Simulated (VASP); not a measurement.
# Ge2Sb2Te5 (P-3m1) in VASP: notebook

Ge2Sb2Te5 is run at these levels: LDA, PBE, PBEsol, RPBE; tasks: single point.

Program: VASP 6.6.1. These are calculated values, not measurements. Logs are shortened: lines on timing, memory, paths and dates and some standing lists are left out, and cuts for length are marked.

### 1 The cell of the first run

Symmetry: P-3m1, No. 164, trigonal system. The conventional cell has a = 4.294 Å, b = 4.294 Å, c = 17.101 Å, α = 90.00°, β = 90.00°, γ = 120.00°. Within 4.0 Å of Te (site symmetry 3m) lie 3 Sb at 3.01 Å and 3 Te at 3.70 Å. Within 3.9 Å of Te (site symmetry 3m) lie 3 Ge at 3.00 Å and 3 Sb at 3.20 Å. Te (site symmetry -3m) has 6 Ge at 3.04 Å within 4.0 Å. Sb (site symmetry 3m) has 6 Te at 3.01 to 3.20 Å within 4.0 Å. Within 3.9 Å of Ge (site symmetry 3m) lie 6 Te at 3.00 to 3.04 Å.

### 2 Single point, LDA

INCAR reads:

```
ALGO = Normal
EDIFF = 1E-6
ENCUT = 520
ISIF = 2
ISMEAR = -1
LASPH = T
LCHARG = F
LREAL = F
LWAVE = F
NBANDS = 44
NELM = 80
PREC = Accurate
SIGMA = 0.05
```

KPOINTS reads:

```
k-points
0
Gamma
  7 7 2
```

POSCAR reads:

```
Ge2Sb2Te5
1.0
    4.2940644248      0.0000000000      0.0000000000
   -2.1470322124      3.7187688774      0.0000000000
    0.0000000000      0.0000000000     17.1013460000
Te Sb Ge
5 2 2
Direct
    0.6666666667      0.3333333333      0.4198920000
    0.3333333333      0.6666666667      0.5801080000
    0.3333333333      0.6666666667      0.2015420000
    0.6666666667      0.3333333333      0.7984580000
    0.0000000000      0.0000000000      0.0000000000
    0.0000000000      0.0000000000      0.3200680000
    0.0000000000      0.0000000000      0.6799320000
    0.6666666667      0.3333333333      0.1028950000
    0.3333333333      0.6666666667      0.8971050000
```

Potentials or basis: VASP PAW LDA potentials, release 64 (Te, Sb, Ge_d).

Command:

```sh
> cat potpaw_LDA.64/Te/POTCAR potpaw_LDA.64/Sb/POTCAR potpaw_LDA.64/Ge_d/POTCAR > POTCAR
> mpirun -np 1 vasp_std > vasp.out
```

OUTCAR:

```text
EDIFF = 1E-6
   ENCUT = 520
   ISIF = 2
   ISMEAR = -1
   LASPH = T
   LREAL = F
   NELM = 80
   PREC = Accurate

 ion  position               nearest neighbor table
   1  0.667  0.333  0.420-   6 3.01   6 3.01   6 3.01
   2  0.333  0.667  0.580-   7 3.01   7 3.01   7 3.01
   3  0.333  0.667  0.202-   8 3.00   8 3.00   8 3.00   6 3.20   6 3.20   6 3.20
   4  0.667  0.333  0.798-   9 3.00   9 3.00   9 3.00   7 3.20   7 3.20   7 3.20
   5  0.000  0.000  0.000-   8 3.04   9 3.04   8 3.04   9 3.04   8 3.04   9 3.04
   6  0.000  0.000  0.320-   1 3.01   1 3.01   1 3.01   3 3.20   3 3.20   3 3.20
   7  0.000  0.000  0.680-   2 3.01   2 3.01   2 3.01   4 3.20   4 3.20   4 3.20
   8  0.667  0.333  0.103-   3 3.00   3 3.00   3 3.00   5 3.04   5 3.04   5 3.04
   9  0.333  0.667  0.897-   4 3.00   4 3.00   4 3.00   5 3.04   5 3.04   5 3.04

  LATTYP: Found a hexagonal cell.
 ALAT       =     4.2940644248
 C/A-ratio  =     3.9825545936

  Lattice vectors:

 A1 = (   4.2940644248,   0.0000000000,   0.0000000000)
 A2 = (  -2.1470322124,   3.7187688774,   0.0000000000)
 A3 = (   0.0000000000,   0.0000000000,  17.1013460000)

Analysis of symmetry for initial positions (statically):
=====================================================================
 Subroutine PRICEL returns:
 Original cell was already a primitive cell.

 Routine SETGRP: Setting up the symmetry group for a
 hexagonal supercell.

 Subroutine GETGRP returns: Found 12 space group operations
 (whereof 12 operations were pure point group operations)
 out of a pool of 24 trial point group operations.

The static configuration has the point symmetry D_3d.

Analysis of symmetry for dynamics (positions and initial velocities):
=====================================================================
 Subroutine PRICEL returns:
 Original cell was already a primitive cell.

 Routine SETGRP: Setting up the symmetry group for a
 hexagonal supercell.

 Subroutine GETGRP returns: Found 12 space group operations
 (whereof 12 operations were pure point group operations)
 out of a pool of 24 trial point group operations.

The dynamic configuration has the point symmetry D_3d.

 Subroutine INISYM returns: Found 12 space group operations
 (whereof 12 operations are pure point group operations),
 and found     1 'primitive' translations

----------------------------------------------------------------------------------------

                                     Primitive cell

  volume of cell :     273.0851

  direct lattice vectors                    reciprocal lattice vectors
     4.294064425  0.000000000  0.000000000     0.232879599  0.134453099  0.000000000
    -2.147032212  3.718768877  0.000000000     0.000000000  0.268906198  0.000000000
     0.000000000  0.000000000 17.101346000     0.000000000  0.000000000  0.058474929

  length of vectors
     4.294064425  4.294064425 17.101346000     0.268906198  0.268906198  0.058474929

  position of ions in fractional coordinates (direct lattice)
     0.666666667  0.333333333  0.419892000
     0.333333333  0.666666667  0.580108000
     0.333333333  0.666666667  0.201542000
     0.666666667  0.333333333  0.798458000
     0.000000000  0.000000000  0.000000000
     0.000000000  0.000000000  0.320068000
     0.000000000  0.000000000  0.679932000
     0.666666667  0.333333333  0.102895000
     0.333333333  0.666666667  0.897105000

  ion indices of the primitive-cell ions
   primitive index   ion index
                 1           1
                 2           2
                 3           3
                 4           4
                 5           5
                 6           6
                 7           7
                 8           8
                 9           9

----------------------------------------------------------------------------------------

 KPOINTS: k-points

Automatic generation of k-mesh.
 Grid dimensions read from file:
 generate k-points for:    7    7    2

 Generating k-lattice:

  Cartesian coordinates                     Fractional coordinates (reciprocal lattice)
     0.033268514  0.019207586  0.000000000     0.142857143  0.000000000  0.000000000
     0.000000000  0.038415171  0.000000000     0.000000000  0.142857143  0.000000000
     0.000000000  0.000000000  0.029237465     0.000000000  0.000000000  0.500000000

  Length of vectors
     0.038415171  0.038415171  0.029237465

  Shift w.r.t. Gamma in fractional coordinates (k-lattice)
     0.000000000  0.000000000  0.000000000

 Subroutine IBZKPT returns following result:
 ===========================================

 Found     16 irreducible k-points:

 Following reciprocal coordinates:
            Coordinates               Weight
  0.000000  0.000000  0.000000      1.000000
  0.142857  0.000000  0.000000      6.000000
  0.285714  0.000000  0.000000      6.000000
  0.428571 -0.000000  0.000000      6.000000
  0.142857  0.142857  0.000000      6.000000
  0.285714  0.142857  0.000000     12.000000
[... 8 lines left out ...]
  0.428571  0.142857  0.500000      6.000000
  0.285714  0.285714  0.500000      6.000000
   k-points           NKPTS =     16   k-points in BZ     NKDIM =     16   number of bands    NBANDS=     44
   number of dos      NEDOS =    301   number of ions     NIONS =      9
   total plane-waves  NPLWV = 131072
   dimension x,y,z NGX =    32 NGY =   32 NGZ =  128
   dimension x,y,z NGXF=    64 NGYF=   64 NGZF=  256
   ions per type =               5   2   2
   NGX,Y,Z   is equivalent  to a cutoff of  12.39, 12.39, 12.44 a.u.
   NGXF,Y,Z  is equivalent  to a cutoff of  24.78, 24.78, 24.89 a.u.
 SYSTEM =  unknown system
   PREC   = accura    normal or accurate (medium, high low for compatibility)
   ISTART =      0    job   : 0-new  1-cont  2-samecut
   ICHARG =      2    charge: 1-file 2-atom 10-const
   ISPIN  =      1    spin polarized calculation?
   LNONCOLLINEAR =      F non collinear calculations
   LSORBIT =      F    spin-orbit coupling
   LASPH  =      T    aspherical Exc in radial PAW
   ENCUT  =  520.0 eV  38.22 Ry    6.18 a.u.   7.98  7.98 31.80*2*pi/ulx,y,z
   NELM   =     80;   NELMIN=  2; NELMDL= -5     # of ELM steps
   EDIFF  = 0.1E-05   stopping-criterion for ELM
   LREAL  =      F    real-space projection
   EDIFFG = 0.1E-04   stopping-criterion for IOM
   NSW    =      0    number of steps for IOM
   IBRION =     -1    ionic relax: 0-MD 1-quasi-New 2-CG
   NFREE  =      0    steps in history (QN), initial steepest desc. (CG)
   ISIF   =      2    stress and relaxation
   ISYM   =      2    0-nonsym 1-usesym 2-fastsym
   POTIM  = 0.5000    time-step for ionic-motion
   TEBEG  =    0.0;   TEEND  =   0.0 temperature during run
   PSTRESS=    0.0 pullay stress
   NELECT =      68.0000    total number of electrons
   NUPDOWN=      -1.0000    fix difference up-down
   EMIN   =  10.00;   EMAX   =-10.00  energy-range for DOS
   EFERMI =   0.00;   METHOD = LEGACY
   ISMEAR =    -1;   SIGMA  =   0.05  broadening in eV -4-tet -1-fermi 0-gaus
   EFERMI_NEDOS =   21; number of points for ismear=-14 and -15
   IALGO  =     38    algorithm
   IMIX   =      4    mixing-type and parameters
     AMIX     =   0.40;   BMIX     =  1.00
     AMIX_MAG =   1.60;   BMIX_MAG =  1.00
  volume/ion in A,a.u.               =      30.34       204.76
  Fermi-wavevector in a.u.,A,eV,Ry     =   1.029940  1.946304 14.432730  1.060776
  Thomas-Fermi vector in A             =   2.164013
   LORBIT       =      0    0 simple, 1 ext, 2 COOP (PROOUT), +10 PAW based schemes
   GGA     = CA    functional components
   LHFCALC =     F    Hartree Fock is set to
   AEXX    =    0.0000 exact exchange contribution
   IVDW    =     0    specifies the selected vdW correction
   LEPSILON=     F    determine dielectric tensor
   LRPA    =     F    only Hartree local field effects (RPA)
 non-spin polarized calculation
  energy-cutoff  :      520.00
  volume of cell :      273.09
 maximum number of plane-waves:      7382
 NGX is ok and might be reduce to    32
   NGX = 15   NGY = 15   NGZ = 63

 number of electron      67.9999999 magnetization

 Free energy of the ion-electron system (eV)
  ---------------------------------------------------
  ext. energy  EPLUGINS =         0.00000000
  ---------------------------------------------------
  free energy    TOTEN  =       -39.76567399 eV

  energy without entropy =      -39.76436793  energy(sigma->0) =      -39.76502096

 E-fermi :   6.1321     XC(G=0):  -9.6549

 val. band max:        6.0329819669   @ k =   0.0000   0.0000   0.0000
 cond. band min:       6.3091950683   @ k =   0.0000   0.0000   0.0000
 fundamental gap:      0.2762131013
 Fermi energy:         6.1321460920

 k-point     1 :       0.0000    0.0000    0.0000
  band No.  band energies     occupation
      1     -18.9858      2.00000
      2     -18.9858      2.00000
      3     -18.9852      2.00000
      4     -18.9852      2.00000
      5     -18.9801      2.00000
      6     -18.9799      2.00000
[... 36 lines left out ...]
     43       7.6420      0.00000
     44       8.7425      0.00000

 k-point     2 :       0.1429    0.0000    0.0000
  band No.  band energies     occupation
      1     -18.9862      2.00000
      2     -18.9856      2.00000
      3     -18.9854      2.00000
      4     -18.9850      2.00000
      5     -18.9800      2.00000
      6     -18.9798      2.00000
[... 36 lines left out ...]
     43       8.4796      0.00000
     44       8.9633      0.00000

 k-point     3 :       0.2857    0.0000    0.0000
  band No.  band energies     occupation
      1     -18.9873      2.00000
      2     -18.9862      2.00000
      3     -18.9854      2.00000
      4     -18.9846      2.00000
      5     -18.9801      2.00000
      6     -18.9792      2.00000
[... 600 lines left out ...]
     43       9.5386      0.00000
     44       9.8540      0.00000

 k-point    16 :       0.2857    0.2857    0.5000
  band No.  band energies     occupation
      1     -18.9873      2.00000
      2     -18.9866      2.00000
      3     -18.9860      2.00000
      4     -18.9850      2.00000
      5     -18.9793      2.00000
      6     -18.9792      2.00000
[... 36 lines left out ...]
     43       9.6565      0.00000
     44      10.4766      0.00000

------------------------ aborting loop because EDIFF is reached ----------------------------------------

  FORCE on cell =-STRESS in cart. coord.  units (eV):
  Direction    XX          YY          ZZ          XY          YZ          ZX
  --------------------------------------------------------------------------------------
  -------------------------------------------------------------------------------------
  Total       -5.7481298     -5.7481298     -5.9081538      0.0000000      0.0000000      0.0000000
  in kB      -33.7240021    -33.7240021    -34.6628553      0.0000000      0.0000000      0.0000000
  external PRESSURE =     -34.0369532 kB  Pullay stress =       0.0000000 kB

 VOLUME and BASIS-vectors are now :
 -----------------------------------------------------------------------------
  energy-cutoff  :      520.00
  volume of cell :      273.09
      direct lattice vectors                 reciprocal lattice vectors
     4.294064425  0.000000000  0.000000000     0.232879599  0.134453099  0.000000000
    -2.147032212  3.718768877  0.000000000     0.000000000  0.268906198  0.000000000
     0.000000000  0.000000000 17.101346000     0.000000000  0.000000000  0.058474929

 POSITION                                       TOTAL-FORCE (eV/Angst)
 -----------------------------------------------------------------------------------
      2.14703      1.23959      7.18072        -0.000000      0.000000     -0.163782
     -0.00000      2.47918      9.92063        -0.000000     -0.000000      0.163782
     -0.00000      2.47918      3.44664        -0.000000     -0.000000     -0.046316
      2.14703      1.23959     13.65471        -0.000000      0.000000      0.046316
      0.00000      0.00000      0.00000        -0.000000      0.000000      0.000000
      0.00000      0.00000      5.47359        -0.000000      0.000000     -0.041735
      0.00000      0.00000     11.62775        -0.000000     -0.000000      0.041735
      2.14703      1.23959      1.75964        -0.000000      0.000000     -0.076941
     -0.00000      2.47918     15.34170         0.000000     -0.000000      0.076941
 -----------------------------------------------------------------------------------
    total drift:                               -0.000000      0.000000     -0.000000

  FREE ENERGIE OF THE ION-ELECTRON SYSTEM (eV)
  ---------------------------------------------------
  free  energy   TOTEN  =       -39.7656739857 eV

  energy  without entropy=      -39.7643679322  energy(sigma->0) =      -39.76502096
```

It took 8.8 min on 1 thread of Intel Xeon 8259CL, shared host; peak memory 0.38 GiB.

What came out:

```
Free energy            : -39.7657 eV
Pressure               : -3.4 GPa
Largest force          : 0.164 eV/Å
Band gap on the k mesh : 0.28 eV
```

Forces in eV/Å, atoms in the order of the input:
```
Te   0.000  0.000 -0.164
Te   0.000  0.000  0.164
Te   0.000  0.000 -0.046
Te   0.000  0.000  0.046
Te   0.000  0.000  0.000
Sb   0.000  0.000 -0.042
Sb   0.000  0.000  0.042
Ge   0.000  0.000 -0.077
Ge   0.000  0.000  0.077
```

Caveat: the cell stands under tension; spin-orbit coupling is left out, which moves the levels of the heavy elements; an odd mesh through Γ misses points on the zone boundary, where band edges can lie.

(Continued in part 2 of 3.)
